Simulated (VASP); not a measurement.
Wanted: the native input for a VASP 6.6.1 run.

```
Task                   : single point
Functional             : LDA
Potentials or basis    : VASP PAW LDA potentials, release 64 (Ta_pv, N)
Cutoff                 : 520 eV
k mesh                 : 18 × 18 × 14
Occupations            : fermi-dirac, width 0.15 eV
Spin                   : no spin polarisation
Dipole correction      : no
Further INCAR settings : ALGO = Normal; EDIFF = 1e-07; NBANDS = 15
```

The structure of TaN lies in POSCAR:

```
TaN
1.0
    2.8670690000      0.0000000000      0.0000000000
   -1.4335345000      2.4829545884      0.0000000000
    0.0000000000      0.0000000000      2.8191600824
Ta N
1 1
Direct
    0.3333333333      0.6666666667      0.5000000000
    0.0000000000      0.0000000000      0.0000000000
```

The input as run:

INCAR

```
SYSTEM = TaN
  PREC = Accurate
  ENCUT = 520
  EDIFF = 1E-7
  ISMEAR = -1
  SIGMA = 0.15
  LREAL = .FALSE.
  LASPH = .TRUE.
  NELM = 80
  ALGO = Normal
  ISIF = 2
  LWAVE = .FALSE.
  LCHARG = .FALSE.
  NBANDS = 15
```

KPOINTS

```
Automatic mesh
0
G
  18 18 14
  0 0 0
```

Potentials or basis: VASP PAW LDA potentials, release 64 (Ta_pv, N).

The run is started by

```console
$ cat potpaw_LDA.64/Ta_pv/POTCAR potpaw_LDA.64/N/POTCAR > POTCAR
$ mpirun -np 1 vasp_std > vasp.out
```

Results of the run:

```json
{
  "Pressure": "18.3 GPa",
  "Band gap on the k mesh": "zero (band 8 reaches 9.13 eV, above the bottom of band 9 at 8.75 eV)"
}
```

Caveat: spin-orbit coupling is left out, which moves the levels of the heavy elements.

Wall time 39 s on 1 thread of Intel(R) Xeon(R) Platinum 8559C (Emerald Rapids), on a shared host, peak memory 0.2 GiB.
